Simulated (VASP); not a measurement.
Set up this calculation in VASP 6.6.1, as the native input.

```
Task                   : single point
Functional             : PBE
Potentials or basis    : VASP PAW PBE potentials, release 64 (Pb_d, La)
Cutoff                 : 520 eV
k mesh                 : 8 × 8 × 8
Occupations            : methfessel-paxton, width 0.1 eV
Spin                   : no spin polarisation
Dipole correction      : no
Further INCAR settings : ALGO = Fast; EDIFF = 1e-06; NBANDS = 26
```

The structure of LaPb2 lies in POSCAR:

```
LaPb2
1.0
   -2.0663430000      2.0663430000      5.6384500000
    2.0663430000     -2.0663430000      5.6384500000
    2.0663430000      2.0663430000     -5.6384500000
Pb La
2 1
Direct
    0.6863945000      0.6863945000      0.0000000000
    0.3136055000      0.3136055000      0.0000000000
    0.0000000000      0.0000000000      0.0000000000
```

The input as run:

INCAR

```
SYSTEM = LaPb2
PREC = Accurate
ENCUT = 520
EDIFF = 1E-6
ISMEAR = 1
SIGMA = 0.1
LREAL = .False.
LASPH = .True.
NELM = 60
ALGO = Fast
ISIF = 2
LWAVE = .False.
LCHARG = .False.
GGA = PE
NBANDS = 26
```

KPOINTS

```
regular mesh
0
Gamma
  8 8 8
  0 0 0
```

Potentials or basis: VASP PAW PBE potentials, release 64 (Pb_d, La).

Command:

```bash
$ cat potpaw_PBE.64/Pb_d/POTCAR potpaw_PBE.64/La/POTCAR > POTCAR
$ mpirun -np 1 vasp_std > vasp.out
```

It gave:

| Quantity | Value |
| --- | --- |
| Pressure | 0.0 GPa |
| Largest force | 0.093 eV/Å |
| Band gap on the k mesh | zero (an odd number of electrons rules out a gap without spin polarisation) |

Caveat: spin-orbit coupling is left out, which moves the levels of the heavy elements.

Run time: 9.3 min on 1 thread of AMD EPYC 9R45 96-Core Processor (Zen 5), on a shared host, peak memory 0.4 GiB.
